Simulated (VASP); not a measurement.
C: single point with PBE

Crystal: C.

```
C
1.0
     2.46657    0.00000    0.00000
    -1.23328    2.13611    0.00000
     0.00000    0.00000    8.49487
C
4
Direct
  0.00000 0.00000 0.25000
  0.00000 0.00000 0.75000
  0.33333 0.66667 0.25000
  0.66667 0.33333 0.75000
```

* Program: VASP 6.6.1
* Task: single point
* Functional: PBE
* Potentials or basis: VASP PAW PBE potentials, release 64 (C)
* Cutoff: 600 eV
* k mesh: 15 × 15 × 5
* Occupations: fermi-dirac, width 0.1 eV
* Spin: no spin polarisation

```json
{
  "Pressure": "0.0 GPa",
  "Band gap on the k mesh": "zero (filled and empty bands touch)"
}
```

Stress tensor (GPa, compression positive):
```
 0.14  0.00  0.00
 0.00  0.14  0.00
 0.00  0.00 -0.20
```

Levels at points of the mesh, in eV from the Fermi level:
```tsv
k point	band 4	band 5	band 6	band 7	band 8	band 9	band 10	band 11	band 12	band 13
(0.00, 0.00, 0.00)	-7.36	-3.04	-3.04	-3.04	-3.04	3.10	6.44	8.30	8.30	8.31
```

Wall time 24 s on 1 thread of Intel(R) Xeon(R) 6975P-C (Granite Rapids), on a shared host, peak memory 0.19 GiB.

Caveat: this functional lacks dispersion, which binds the layers, so the pressure and a relaxed spacing across them are unreliable.
